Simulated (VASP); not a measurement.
# AlGa3N4 (Pm) in VASP: notebook

AlGa3N4 is run at these levels: r2SCAN; tasks: single point.

Program: VASP 6.6.1. These are calculated values, not measurements. Logs are shortened: lines on timing, memory, paths and dates and some standing lists are left out, and cuts for length are marked.

## Step 1: The cell of the first run

It takes space group Pm (No. 6, monoclinic). Conventional cell: a = 5.241 Å, b = 3.225 Å, c = 5.584 Å, α = 90.00°, β = 90.03°, γ = 90.00°. Al (site symmetry m) has 4 N at 1.93 to 1.94 Å within 2.6 Å. Ga (site symmetry m) has 4 N at 1.97 to 1.99 Å within 2.6 Å. Within 2.6 Å of Ga (site symmetry m) lie 4 N at 1.97 to 2.00 Å. Ga (site symmetry m) has 4 N at 1.98 to 2.00 Å within 2.6 Å. Within 2.6 Å of N (site symmetry m) lie 1 Al at 1.93 Å and 3 Ga at 1.98 to 1.99 Å. N (site symmetry m) has 2 Al at 1.94 Å and 2 Ga at 2.00 Å within 2.6 Å. N (site symmetry m) has 4 Ga at 1.97 to 1.99 Å within 2.6 Å. N (site symmetry m) has 1 Al at 1.93 Å and 3 Ga at 1.98 Å within 2.6 Å.

## Step 2: Single point, r2SCAN (11.80 Å³/atom)

File POSCAR:

```
AlGa3N4
1.0
    5.2414052448      0.0000000000      0.0002405232
    0.0000000000      3.2247148625      0.0000000000
   -0.0035303701      0.0000000000      5.5838925791
Al Ga N
1 3 4
Direct
    0.0003079494      0.5000000000      0.6671813646
    0.4992159812      0.5000000000      0.3349329355
    0.4993887343      0.0000000000      0.8316011718
    0.9998407931      0.0000000000      0.1663305807
    0.1195403285      0.5000000000      0.3406429280
    0.1173538202      0.0000000000      0.8258984700
    0.6203708096      0.0000000000      0.1662565325
    0.6315815936      0.5000000000      0.6671570168
```

File INCAR.step1:

```
PREC     = Accurate       # precision mode
ENCUT    = 520            # plane-wave cutoff, eV
ISMEAR   = 0              # smearing method
SIGMA    = 0.02           # smearing width, eV
LREAL    = False          # projectors in reciprocal space
LASPH    = True           # aspherical terms in the spheres
NELM     = 80             # most SCF steps
NBANDS   = 41             # bands
GGA      = PE             # functional
ALGO     = Normal         # electronic algorithm
EDIFF    = 1E-4           # SCF threshold, eV
LWAVE    = True           # write WAVECAR
LCHARG   = False          # write CHGCAR
```

File INCAR.step2:

```
PREC     = Accurate       # precision mode
ENCUT    = 520            # plane-wave cutoff, eV
EDIFF    = 1E-6           # SCF threshold, eV
ISMEAR   = 0              # smearing method
SIGMA    = 0.02           # smearing width, eV
LREAL    = False          # projectors in reciprocal space
LASPH    = True           # aspherical terms in the spheres
NELM     = 80             # most SCF steps
ALGO     = Normal         # electronic algorithm
ISIF     = 2              # what is computed and relaxed
LWAVE    = False          # write WAVECAR
LCHARG   = False          # write CHGCAR
METAGGA  = R2SCAN         # meta-GGA
LMIXTAU  = True         
NBANDS   = 41             # bands
ISTART   = 1
```

File KPOINTS:

```
regular mesh
0
Gamma
  6 8 4
```

Potentials or basis: VASP PAW PBE potentials, release 64 (Al, Ga_d, N).

Launch:

```
cat potpaw_PBE.64/Al/POTCAR potpaw_PBE.64/Ga_d/POTCAR potpaw_PBE.64/N/POTCAR > POTCAR
cp INCAR.step1 INCAR
mpirun -np 1 vasp_std > vasp.out
cp INCAR.step2 INCAR
mpirun -np 1 vasp_std > vasp.out
```

OUTCAR:

```text
PREC = Accurate
   ENCUT = 520
   EDIFF = 1E-6
   ISMEAR = 0
   LREAL = False
   LASPH = True
   NELM = 80
   ISIF = 2
   METAGGA = R2SCAN
   ISTART = 1

 ion  position               nearest neighbor table
   1  0.000  0.500  0.667-   5 1.93   8 1.93   6 1.94   6 1.94
   2  0.499  0.500  0.335-   7 1.97   7 1.97   8 1.98   5 1.99
   3  0.499  0.000  0.832-   7 1.97   8 1.98   8 1.98   6 2.00
   4  1.000  0.000  0.166-   5 1.98   5 1.98   7 1.99   6 2.00
   5  0.120  0.500  0.341-   1 1.93   4 1.98   4 1.98   2 1.99
   6  0.117  0.000  0.826-   1 1.94   1 1.94   4 2.00   3 2.00
   7  0.620  0.000  0.166-   2 1.97   2 1.97   3 1.97   4 1.99
   8  0.632  0.500  0.667-   1 1.93   2 1.98   3 1.98   3 1.98

  LATTYP: Found a simple monoclinic cell.
 ALAT       =     5.2414052503
 B/A-ratio  =     0.6152386065
 C/A-ratio  =     1.0653428667
 COS(beta)  =    -0.0005863526

  Lattice vectors:

 A1 = (   5.2414052448,   0.0000000000,   0.0002405232)
 A2 = (   0.0000000000,   3.2247148625,   0.0000000000)
 A3 = (  -0.0035303701,   0.0000000000,   5.5838925791)

Analysis of symmetry for initial positions (statically):
=====================================================================
 Subroutine PRICEL returns:
 Original cell was already a primitive cell.

 Routine SETGRP: Setting up the symmetry group for a
 simple monoclinic supercell.

 Subroutine GETGRP returns: Found  2 space group operations
 (whereof  2 operations were pure point group operations)
 out of a pool of  4 trial point group operations.

The static configuration has the point symmetry C_1h.

Analysis of symmetry for dynamics (positions and initial velocities):
=====================================================================
 Subroutine PRICEL returns:
 Original cell was already a primitive cell.

 Routine SETGRP: Setting up the symmetry group for a
 simple monoclinic supercell.

 Subroutine GETGRP returns: Found  2 space group operations
 (whereof  2 operations were pure point group operations)
 out of a pool of  4 trial point group operations.

The dynamic configuration has the point symmetry C_1h.

 Subroutine INISYM returns: Found  2 space group operations
 (whereof  2 operations are pure point group operations),
 and found     1 'primitive' translations

[... 109 lines left out ...]
   NSW    =      0    number of steps for IOM
   IBRION =     -1    ionic relax: 0-MD 1-quasi-New 2-CG
   NFREE  =      0    steps in history (QN), initial steepest desc. (CG)
   ISIF   =      2    stress and relaxation
   ISYM   =      2    0-nonsym 1-usesym 2-fastsym
   POTIM  = 0.5000    time-step for ionic-motion
   TEBEG  =    0.0;   TEEND  =   0.0 temperature during run
   PSTRESS=    0.0 pullay stress
   NELECT =      62.0000    total number of electrons
   NUPDOWN=      -1.0000    fix difference up-down
   EMIN   =  10.00;   EMAX   =-10.00  energy-range for DOS
   EFERMI =   0.00;   METHOD = LEGACY
   ISMEAR =     0;   SIGMA  =   0.02  broadening in eV -4-tet -1-fermi 0-gaus
   EFERMI_NEDOS =   21; number of points for ismear=-14 and -15
   IALGO  =     38    algorithm
   IMIX   =      4    mixing-type and parameters
     AMIX     =   0.40;   BMIX     =  1.00
     AMIX_MAG =   1.60;   BMIX_MAG =  1.00
  volume/ion in A,a.u.               =      11.80        79.61
  Fermi-wavevector in a.u.,A,eV,Ry     =   1.423137  2.689339 27.556134  2.025319
  Thomas-Fermi vector in A             =   2.543766
   LORBIT       =      0    0 simple, 1 ext, 2 COOP (PROOUT), +10 PAW based schemes
   METAGGA = R2SCAN    functional components
   LHFCALC =     F    Hartree Fock is set to
   AEXX    =    0.0000 exact exchange contribution
   IVDW    =     0    specifies the selected vdW correction
   LEPSILON=     F    determine dielectric tensor
   LRPA    =     F    only Hartree local field effects (RPA)
 non-spin polarized calculation
 Gauss-broadening in eV      SIGMA  =   0.02
  energy-cutoff  :      520.00
  volume of cell :       94.38
 maximum number of plane-waves:      2574
   NGX = 19   NGY = 11   NGZ = 21

 number of electron      61.9999994 magnetization

 Free energy of the ion-electron system (eV)
  ---------------------------------------------------
  ext. energy  EPLUGINS =         0.00000000
  ---------------------------------------------------
  free energy    TOTEN  =       -84.77310951 eV

  energy without entropy =      -84.77310951  energy(sigma->0) =      -84.77310951

 E-fermi :   4.8706     XC(G=0): -12.0513

 val. band max:        4.7041141549   @ k =   0.0000   0.0000   0.0000
 cond. band min:       7.1681104525   @ k =   0.0000   0.0000   0.0000
 fundamental gap:      2.4639962976
 Fermi energy:         4.8706449324

 k-point     1 :       0.0000    0.0000    0.0000
  band No.  band energies     occupation
      1     -11.4685      2.00000
      2     -10.6358      2.00000
      3     -10.4372      2.00000
      4     -10.1768      2.00000
      5      -8.9344      2.00000
      6      -8.9323      2.00000
[... 1045 lines left out ...]
     40      15.1595      0.00000
     41      15.4456      0.00000

 [... further k-points ...]

------------------------ aborting loop because EDIFF is reached ----------------------------------------

  FORCE on cell =-STRESS in cart. coord.  units (eV):
  Direction    XX          YY          ZZ          XY          YZ          ZX
  --------------------------------------------------------------------------------------
  -------------------------------------------------------------------------------------
  Total       -5.7601172     -5.7567813     -5.7602043      0.0000000      0.0000000      0.0067555
  in kB      -97.7835452    -97.7269139    -97.7850230      0.0000000      0.0000000      0.1146814
  external PRESSURE =     -97.7651607 kB  Pullay stress =       0.0000000 kB

 VOLUME and BASIS-vectors are now :
 -----------------------------------------------------------------------------
  energy-cutoff  :      520.00
  volume of cell :       94.38
      direct lattice vectors                 reciprocal lattice vectors
     5.241405245  0.000000000  0.000240523     0.190788524  0.000000000  0.000120624
     0.000000000  3.224714862  0.000000000     0.000000000  0.310104937  0.000000000
    -0.003530370  0.000000000  5.583892579    -0.000008218  0.000000000  0.179086534

 POSITION                                       TOTAL-FORCE (eV/Angst)
 -----------------------------------------------------------------------------------
     -0.00074      1.61236      3.72547         0.005111      0.000000     -0.006242
      2.61541      1.61236      1.87035        -0.013064      0.000000     -0.014869
      2.61456      0.00000      4.64369        -0.007371      0.000000      0.006453
      5.23998      0.00000      0.92901        -0.015146      0.000000      0.011718
      0.62536      1.61236      1.90214        -0.017223      0.000000      0.068584
      0.61218      0.00000      4.61176        -0.039875      0.000000     -0.065529
      3.25103      0.00000      0.92851         0.005473      0.000000      0.000338
      3.30802      1.61236      3.72549         0.082095      0.000000     -0.000453
 -----------------------------------------------------------------------------------
    total drift:                               -0.105882     -0.000000      0.001888

  FREE ENERGIE OF THE ION-ELECTRON SYSTEM (eV)
  ---------------------------------------------------
  free  energy   TOTEN  =       -84.7731095110 eV

  energy  without entropy=      -84.7731095110  energy(sigma->0) =      -84.77310951
```

OUTCAR.step1:

```text
PREC = Accurate
   ENCUT = 520
   ISMEAR = 0
   LREAL = False
   LASPH = True
[... 1302 lines left out ...]
      0.62536      1.61236      1.90214        -0.031193      0.000000      0.090339
      0.61218      0.00000      4.61176        -0.062954      0.000000     -0.089626
      3.25103      0.00000      0.92851        -0.001966      0.000000     -0.000752
      3.30802      1.61236      3.72549         0.096480      0.000000      0.002495
 -----------------------------------------------------------------------------------
    total drift:                               -0.002985     -0.000000      0.002113

  FREE ENERGIE OF THE ION-ELECTRON SYSTEM (eV)
  ---------------------------------------------------
  free  energy   TOTEN  =       -51.3060387857 eV

  energy  without entropy=      -51.3060387857  energy(sigma->0) =      -51.30603879
```

OSZICAR.step1:

```text
N       E                     dE             d eps       ncg     rms          rms(c)
DAV:   1     0.637358344844E+03    0.63736E+03   -0.27948E+04  6325   0.254E+03
DAV:   2     0.575571238586E+02   -0.57980E+03   -0.54047E+03  6148   0.644E+02
DAV:   3    -0.514404943916E+02   -0.10900E+03   -0.10581E+03  6595   0.194E+02
DAV:   4    -0.592877714373E+02   -0.78473E+01   -0.77742E+01  7840   0.550E+01
DAV:   5    -0.594877046456E+02   -0.19993E+00   -0.19948E+00  6826   0.871E+00    0.156E+01
DAV:   6    -0.510510396836E+02    0.84367E+01   -0.25581E+01 10144   0.552E+01    0.450E+00
DAV:   7    -0.513466669715E+02   -0.29563E+00   -0.39289E+00  6748   0.115E+01    0.390E+00
DAV:   8    -0.513350496909E+02    0.11617E-01   -0.44958E-01  8721   0.820E+00    0.100E+00
DAV:   9    -0.513049322234E+02    0.30117E-01   -0.13559E-01  9230   0.565E+00    0.514E-01
DAV:  10    -0.513057532788E+02   -0.82106E-03   -0.16586E-02  6924   0.881E-01    0.261E-01
DAV:  11    -0.513060139143E+02   -0.26064E-03   -0.17879E-03  8297   0.870E-01    0.536E-02
DAV:  12    -0.513060387857E+02   -0.24871E-04   -0.36752E-04  6538   0.447E-01
   1 F= -.51306039E+02 E0= -.51306039E+02  d E =-.111754E-30
```

It took 9.2 min on 1 thread of Intel Xeon Platinum 8488C (Sapphire Rapids), shared host; peak memory 0.35 GiB.

What came out:

```
Free energy            : -84.7731 eV
Pressure               : -9.8 GPa
Largest force          : 0.082 eV/Å
Band gap on the k mesh : 2.46 eV
```

Forces in eV/Å, atoms in the order of the input:
```
Al   0.005  0.000 -0.006
Ga  -0.013  0.000 -0.015
Ga  -0.007  0.000  0.006
Ga  -0.015  0.000  0.012
N   -0.017  0.000  0.069
N   -0.040  0.000 -0.066
N    0.005  0.000  0.000
N    0.082  0.000  0.000
```

Caveat: the cell stands under tension; the PAW data sets were made with another functional, which shifts forces and pressure a little.

(Continued in part 2 of 2.)
